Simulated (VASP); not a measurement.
Crystal: CuI (Marshite).

```xyz
2
Lattice="0.0000 3.0315 3.0315 3.0315 0.0000 3.0315 3.0315 3.0315 0.0000" Properties=species:S:1:pos:R:3 pbc="T T T"
I     0.0000    0.0000    0.0000
Cu    4.5473    4.5473    4.5473
```

- Program: VASP 6.6.1
- Task: relaxation of cell and atoms
- Functional: BLYP
- Potentials or basis: VASP PAW PBE potentials, release 64 (I, Cu)
- Cutoff: 600 eV
- k mesh: 8 × 8 × 8
- Occupations: fermi-dirac, width 0.05 eV
- Spin: no spin polarisation

At the start: pressure 3.6 GPa; volume 27.86 Å³/atom.

Problem. Where does the relaxation end?

Solution. Over 4 steps the energy falls by 28.8 meV/atom and the volume is 30.66 Å³/atom (+10.1 %); space group F-43m (No. 216, to 0.05 Å).

The path:
```
step  energy change (eV)  largest force (eV/Å)  pressure (GPa)  volume (Å³)
   1              0.0000                0.0000            3.63        55.72
   2             -0.0575                0.0000            0.23        60.96
   3             -0.0576                0.0000           -0.11        61.50
   4             -0.0577                0.0000           -0.01        61.33
```

Final structure:
```yaml
crystal:
  lattice:
    - [0.00000, 3.12998, 3.12998]
    - [3.12998, 0.00000, 3.12998]
    - [3.12998, 3.12998, 0.00000]
  atoms:
    - { symbol: I, position: [0.00000, 0.00000, 0.00000] }
    - { symbol: Cu, position: [0.75000, 0.75000, 0.75000] }
```

Caveat: the PAW data sets were made with another functional, which shifts forces and pressure a little; the volume moved by +10 % from the deposited cell, more than functionals usually miss.
